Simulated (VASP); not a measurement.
A run of VASP 6.6.1 is set up as follows.

INCAR

```
  PREC = Accurate
  ENCUT = 600
  EDIFF = 1E-6
  ISMEAR = -1
  SIGMA = 0.05
  LREAL = False
  LASPH = True
  NELM = 120
  ALGO = Normal
  ISIF = 2
  LWAVE = False
  LCHARG = True
  GGA = PE
  LELF = True
  LVHAR = True
  NBANDS = 46
  GGA_COMPAT = False
```

KPOINTS

```
Automatic mesh
0
Gamma
  8 8 6
```

Contents of POSCAR:

```
TiO2
1.0
    5.5822227355      0.0000000000      0.0000000000
   -2.7911113678      4.8343466985      0.0000000000
    0.0000000000      0.0000000000      6.0824678800
Ti O
3 6
Direct
    0.4669367500      0.0000000000      0.3333333333
    0.0000000000      0.4669367500      0.6666666667
    0.5330632500      0.5330632500      0.0000000000
    0.5810657200      0.8514331800      0.1206639333
    0.7296325400      0.1485668200      0.5460027333
    0.2703674600      0.4189342800      0.7873306000
    0.8514331800      0.5810657200      0.8793360667
    0.1485668200      0.7296325400      0.4539972667
    0.4189342800      0.2703674600      0.2126694000
```

Potentials or basis: VASP PAW PBE potentials, release 64 (Ti_sv, O).

Launch:

```bash
$ cat potpaw_PBE.64/Ti_sv/POTCAR potpaw_PBE.64/O/POTCAR > POTCAR
$ mpirun -np 1 vasp_std > vasp.out
```

What does it give for the largest force?

0.090 eV/Å.

What does it give for the pressure?

1.8 GPa.

Estimate the band gap on the k mesh.

3.54 eV.

Forces in eV/Å, atoms in the order of the input:
```
Ti  -0.003  0.000  0.000
Ti   0.001 -0.002  0.000
Ti   0.001  0.002  0.000
O    0.041  0.070 -0.041
O    0.041 -0.070  0.041
O    0.040 -0.070 -0.041
O    0.040  0.070  0.041
O   -0.081  0.001 -0.041
O   -0.081 -0.001  0.041
```

A k mesh can miss the band edges.
